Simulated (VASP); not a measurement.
# C (Fd-3m) in VASP: notebook

Runs on C. Level: PBE0. Tasks: single point.

Everything below comes from runs of VASP 6.6.1. Logs are shortened: lines on timing, memory, paths and dates and some standing lists are left out, and cuts for length are marked.

**1. The cell of the first run**

The structure is cubic, space group Fd-3m (No. 227). Conventional cell: a = 3.494 Å, b = 3.494 Å, c = 3.494 Å, α = 90.00°, β = 90.00°, γ = 90.00°. Within 2.0 Å of C (site symmetry -43m) lie 4 C at 1.51 Å.

**2. Single point, PBE0**

File POSCAR:

```
C
1.0
    0.0000000000      1.7469644787      1.7469644787
    1.7469644787      0.0000000000      1.7469644787
    1.7469644787      1.7469644787      0.0000000000
C
2
Direct
    0.7500000000      0.7500000000      0.7500000000
    0.5000000000      0.5000000000      0.5000000000
```

File INCAR.step1:

```
SYSTEM = C
  PREC = Accurate
  ENCUT = 520
  EDIFF = 1E-5
  ISMEAR = -1
  SIGMA = 0.05
  LREAL = .FALSE.
  LASPH = .TRUE.
  NELM = 60
  ALGO = Normal
  ISIF = 2
  LWAVE = .TRUE.
  LCHARG = .FALSE.
  NBANDS = 11
  GGA = PE
```

File INCAR.step2:

```
SYSTEM = C
  PREC = Accurate
  ENCUT = 520
  EDIFF = 1E-7
  ISMEAR = -1
  SIGMA = 0.05
  LREAL = .FALSE.
  LASPH = .TRUE.
  NELM = 60
  ALGO = Normal
  ISIF = 2
  LWAVE = .FALSE.
  LCHARG = .FALSE.
  GGA = PE
  LHFCALC = .TRUE.
  AEXX = 0.25
  PRECFOCK = Normal
  NBANDS = 11
  ISTART = 1
```

File KPOINTS:

```
Automatic mesh
0
G
  7 7 7
  0 0 0
```

Potentials or basis: VASP PAW PBE potentials, release 64 (C).

Started as:

```sh
cat potpaw_PBE.64/C/POTCAR > POTCAR
cp INCAR.step1 INCAR
mpirun -np 1 vasp_std > vasp.out
cp INCAR.step2 INCAR
mpirun -np 1 vasp_std > vasp.out
```

OUTCAR:

```text
SYSTEM = C
   PREC = Accurate
   ENCUT = 520
   EDIFF = 1E-7
   ISMEAR = -1
   LREAL = .FALSE.
   LASPH = .TRUE.
   NELM = 60
   ISIF = 2
   GGA = PE
   LHFCALC = .TRUE.
   AEXX = 0.25
   PRECFOCK = Normal
   ISTART = 1

 ion  position               nearest neighbor table
   1  0.750  0.750  0.750-   2 1.51   2 1.51   2 1.51   2 1.51
   2  0.500  0.500  0.500-   1 1.51   1 1.51   1 1.51   1 1.51

  LATTYP: Found a face centered cubic cell.
 ALAT       =     3.4939289574

  Lattice vectors:

 A1 = (   0.0000000000,   1.7469644787,   1.7469644787)
 A2 = (   1.7469644787,   0.0000000000,   1.7469644787)
 A3 = (   1.7469644787,   1.7469644787,   0.0000000000)

Analysis of symmetry for initial positions (statically):
=====================================================================
 Subroutine PRICEL returns:
 Original cell was already a primitive cell.

 Routine SETGRP: Setting up the symmetry group for a
 face centered cubic supercell.

 Subroutine GETGRP returns: Found 48 space group operations
 (whereof 24 operations were pure point group operations)
 out of a pool of 48 trial point group operations.

The static configuration has the point symmetry T_d .
 The point group associated with its full space group is O_h .

Analysis of symmetry for dynamics (positions and initial velocities):
=====================================================================
 Subroutine PRICEL returns:
 Original cell was already a primitive cell.

 Routine SETGRP: Setting up the symmetry group for a
 face centered cubic supercell.

 Subroutine GETGRP returns: Found 48 space group operations
 (whereof 24 operations were pure point group operations)
 out of a pool of 48 trial point group operations.

The dynamic configuration has the point symmetry T_d .
 The point group associated with its full space group is O_h .

 Subroutine INISYM returns: Found 48 space group operations
 (whereof 24 operations are pure point group operations),
 and found     1 'primitive' translations

----------------------------------------------------------------------------------------

                                     Primitive cell

  volume of cell :      10.6631

  direct lattice vectors                    reciprocal lattice vectors
     0.000000000  1.746964479  1.746964479    -0.286210742  0.286210742  0.286210742
     1.746964479  0.000000000  1.746964479     0.286210742 -0.286210742  0.286210742
     1.746964479  1.746964479  0.000000000     0.286210742  0.286210742 -0.286210742

  length of vectors
     2.470580859  2.470580859  2.470580859     0.495731547  0.495731547  0.495731547

  position of ions in fractional coordinates (direct lattice)
     0.750000000  0.750000000  0.750000000
     0.500000000  0.500000000  0.500000000

  ion indices of the primitive-cell ions
   primitive index   ion index
                 1           1
                 2           2

----------------------------------------------------------------------------------------

 KPOINTS: Automatic mesh

Automatic generation of k-mesh.
 Grid dimensions read from file:
 generate k-points for:    7    7    7

 Generating k-lattice:

  Cartesian coordinates                     Fractional coordinates (reciprocal lattice)
    -0.040887249  0.040887249  0.040887249     0.142857143  0.000000000  0.000000000
     0.040887249 -0.040887249  0.040887249     0.000000000  0.142857143  0.000000000
     0.040887249  0.040887249 -0.040887249     0.000000000  0.000000000  0.142857143

  Length of vectors
     0.070818792  0.070818792  0.070818792

  Shift w.r.t. Gamma in fractional coordinates (k-lattice)
     0.000000000  0.000000000  0.000000000

 Subroutine IBZKPT returns following result:
 ===========================================

 Found     20 irreducible k-points:

 Following reciprocal coordinates:
            Coordinates               Weight
  0.000000  0.000000  0.000000      1.000000
  0.142857  0.000000  0.000000      8.000000
  0.285714  0.000000  0.000000      8.000000
  0.428571  0.000000  0.000000      8.000000
  0.142857  0.142857  0.000000      6.000000
  0.285714  0.142857  0.000000     24.000000
[... 12 lines left out ...]
 -0.428571  0.428571  0.142857     24.000000
 -0.285714  0.428571  0.142857     24.000000
   k-points           NKPTS =     20   k-points in BZ     NKDIM =    343   number of bands    NBANDS=     11
   number of dos      NEDOS =    301   number of ions     NIONS =      2
   total plane-waves  NPLWV =   5832
   dimension x,y,z NGX =    18 NGY =   18 NGZ =   18
   dimension x,y,z NGXF=    36 NGYF=   36 NGZF=   36
   ions per type =               2
   NGX,Y,Z   is equivalent  to a cutoff of  12.11, 12.11, 12.11 a.u.
   NGXF,Y,Z  is equivalent  to a cutoff of  24.22, 24.22, 24.22 a.u.
 SYSTEM =  C
   PREC   = accura    normal or accurate (medium, high low for compatibility)
   ISTART =      1    job   : 0-new  1-cont  2-samecut
   ICHARG =      0    charge: 1-file 2-atom 10-const
   ISPIN  =      1    spin polarized calculation?
   LNONCOLLINEAR =      F non collinear calculations
   LSORBIT =      F    spin-orbit coupling
   LASPH  =      T    aspherical Exc in radial PAW
   ENCUT  =  520.0 eV  38.22 Ry    6.18 a.u.   4.59  4.59  4.59*2*pi/ulx,y,z
   NELM   =     60;   NELMIN=  2; NELMDL=  0     # of ELM steps
   EDIFF  = 0.1E-06   stopping-criterion for ELM
   LREAL  =      F    real-space projection
   EDIFFG = 0.1E-05   stopping-criterion for IOM
   NSW    =      0    number of steps for IOM
   IBRION =     -1    ionic relax: 0-MD 1-quasi-New 2-CG
   NFREE  =      0    steps in history (QN), initial steepest desc. (CG)
   ISIF   =      2    stress and relaxation
   ISYM   =      3    0-nonsym 1-usesym 2-fastsym
   POTIM  = 0.5000    time-step for ionic-motion
   TEBEG  =    0.0;   TEEND  =   0.0 temperature during run
   PSTRESS=    0.0 pullay stress
   NELECT =       8.0000    total number of electrons
   NUPDOWN=      -1.0000    fix difference up-down
   EMIN   =  10.00;   EMAX   =-10.00  energy-range for DOS
   EFERMI =   0.00;   METHOD = LEGACY
   ISMEAR =    -1;   SIGMA  =   0.05  broadening in eV -4-tet -1-fermi 0-gaus
   EFERMI_NEDOS =   21; number of points for ismear=-14 and -15
   IALGO  =     38    algorithm
   IMIX   =      1    mixing-type and parameters
     AMIX     =   0.40;   BMIX     =  1.00
     AMIX_MAG =   1.60;   BMIX_MAG =  1.00
  volume/ion in A,a.u.               =       5.33        35.98
  Fermi-wavevector in a.u.,A,eV,Ry     =   1.487570  2.811100 30.107851  2.212865
  Thomas-Fermi vector in A             =   2.600714
   LORBIT       =      0    0 simple, 1 ext, 2 COOP (PROOUT), +10 PAW based schemes
   GGA     = PE    functional components
   LHFCALC =     T    Hartree Fock is set to
   PRECFOCK=normal    Normal, Fast or Accurate (Low or Medium for compatibility)
   ENCUT4O =  -1.0   cutoff for four orbital integrals eV
   NKREDX  =     1    reduce k-point grid by
   NKREDY  =     1    reduce k-point grid by
   NKREDZ  =     1    reduce k-point grid by
   AEXX    =    0.2500 exact exchange contribution
   HFSCREEN=    0.0000 screening length (either q_TF or 0.3 A-1)
   HFSCREENC=   0.0000 screening length for correlation (either q_TF or 0.3 A-1)
   ENCUTFOCK=  -1.0 apply spherical cutoff to Coloumb kernel
   IVDW    =     0    specifies the selected vdW correction
   LEPSILON=     F    determine dielectric tensor
   LRPA    =     F    only Hartree local field effects (RPA)
 non-spin polarized calculation
  energy-cutoff  :      520.00
  volume of cell :       10.66
 maximum number of plane-waves:       298
  NGX = 14; NGY = 14; NGZ = 14

 number of electron       8.0000001 magnetization

 Free energy of the ion-electron system (eV)
  ---------------------------------------------------
  ext. energy  EPLUGINS =         0.00000000
  ---------------------------------------------------
  free energy    TOTEN  =       -22.09895919 eV

  energy without entropy =      -22.09895919  energy(sigma->0) =      -22.09895919

 E-fermi :  10.7259     XC(G=0): -10.6450

 val. band max:        9.6338940685   @ k =   0.0000   0.0000   0.0000
 cond. band min:      15.9593715285   @ k =   0.4286   0.4286   0.0000
 fundamental gap:      6.3254774599
 Fermi energy:        10.7259112143

 k-point     1 :       0.0000    0.0000    0.0000
  band No.  band energies     occupation
      1     -14.8357      2.00000
      2       9.6339      2.00000
      3       9.6339      2.00000
      4       9.6339      2.00000
      5      17.5503      0.00000
      6      17.5503      0.00000
      7      17.5503      0.00000
      8      27.2043      0.00000
      9      32.1445      0.00000
     10      39.4549      0.00000
     11      39.4549      0.00000

 k-point     2 :       0.1429    0.0000    0.0000
  band No.  band energies     occupation
      1     -14.1998      2.00000
      2       6.2388      2.00000
      3       8.7067      2.00000
      4       8.7067      2.00000
      5      18.7760      0.00000
      6      18.7760      0.00000
      7      19.3230      0.00000
      8      27.5607      0.00000
      9      33.0690      0.00000
     10      35.7711      0.00000
     11      35.7711      0.00000

 k-point     3 :       0.2857    0.0000    0.0000
  band No.  band energies     occupation
      1     -12.3146      2.00000
      2       0.6719      2.00000
      3       7.2965      2.00000
      4       7.2965      2.00000
      5      20.3429      0.00000
      6      20.3429      0.00000
      7      20.9462      0.00000
      8      28.2947      0.00000
      9      33.9597      0.00000
     10      35.2982      0.00000
     11      35.2982      0.00000
[... 211 lines left out ...]
 k-point    19 :      -0.4286    0.4286    0.1429
  band No.  band energies     occupation
      1      -6.7480      2.00000
      2      -2.2165      2.00000
      3       0.8889      2.00000
      4       1.6245      2.00000
      5      19.0555      0.00000
      6      20.2602      0.00000
      7      26.9769      0.00000
      8      29.4097      0.00000
      9      34.6580      0.00000
     10      36.4677      0.00000
     11      43.4336      0.00000

 k-point    20 :      -0.2857    0.4286    0.1429
  band No.  band energies     occupation
      1      -5.1904      2.00000
      2      -3.3225      2.00000
      3      -0.9612      2.00000
      4       1.9938      2.00000
      5      20.2346      0.00000
      6      24.2635      0.00000
      7      26.0427      0.00000
      8      26.8994      0.00000
      9      32.6418      0.00000
     10      36.7089      0.00000
     11      41.2762      0.00000

------------------------ aborting loop because EDIFF is reached ----------------------------------------

  FORCE on cell =-STRESS in cart. coord.  units (eV):
  Direction    XX          YY          ZZ          XY          YZ          ZX
  --------------------------------------------------------------------------------------
  -------------------------------------------------------------------------------------
  Total        1.5533893      1.5533893      1.5533893     -0.0000000      0.0000000     -0.0000000
  in kB      233.4042088    233.4042088    233.4042088     -0.0000000      0.0000000     -0.0000000
  external PRESSURE =     233.4042088 kB  Pullay stress =       0.0000000 kB

 VOLUME and BASIS-vectors are now :
 -----------------------------------------------------------------------------
  energy-cutoff  :      520.00
  volume of cell :       10.66
      direct lattice vectors                 reciprocal lattice vectors
     0.000000000  1.746964479  1.746964479    -0.286210742  0.286210742  0.286210742
     1.746964479  0.000000000  1.746964479     0.286210742 -0.286210742  0.286210742
     1.746964479  1.746964479  0.000000000     0.286210742  0.286210742 -0.286210742

 POSITION                                       TOTAL-FORCE (eV/Angst)
 -----------------------------------------------------------------------------------
      2.62045      2.62045      2.62045         0.000000      0.000000      0.000000
      1.74696      1.74696      1.74696        -0.000000     -0.000000     -0.000000
 -----------------------------------------------------------------------------------
    total drift:                               -0.000000      0.000000     -0.000000

  FREE ENERGIE OF THE ION-ELECTRON SYSTEM (eV)
  ---------------------------------------------------
  free  energy   TOTEN  =       -22.0989591895 eV

  energy  without entropy=      -22.0989591895  energy(sigma->0) =      -22.09895919
```

It took 4.5 min on 1 thread of Intel Xeon Platinum 8259CL at 2.50GHz (Skylake/Cascade Lake), shared host; peak memory 0.12 GiB.

What came out:

* Free energy: -22.0990 eV
* Pressure: 23.3 GPa
* Band gap on the k mesh: 6.33 eV (least direct gap 7.92 eV)

Levels at points of the mesh, in eV from the valence-band top:
| k point | band 1 | band 2 | band 3 | band 4 | band 5 | band 6 | band 7 | band 8 |
| --- | --- | --- | --- | --- | --- | --- | --- | --- |
| (0.00, 0.00, 0.00) | -24.47 | 0.00 | 0.00 | 0.00 | 7.92 | 7.92 | 7.92 | 17.57 |

Caveat: the k points lie up to 0.44 Å⁻¹ apart; the PAW data sets were made with another functional, which shifts forces and pressure a little; an odd mesh through Γ misses points on the zone boundary, where band edges can lie.

(Part 1 of 2 ends here.)
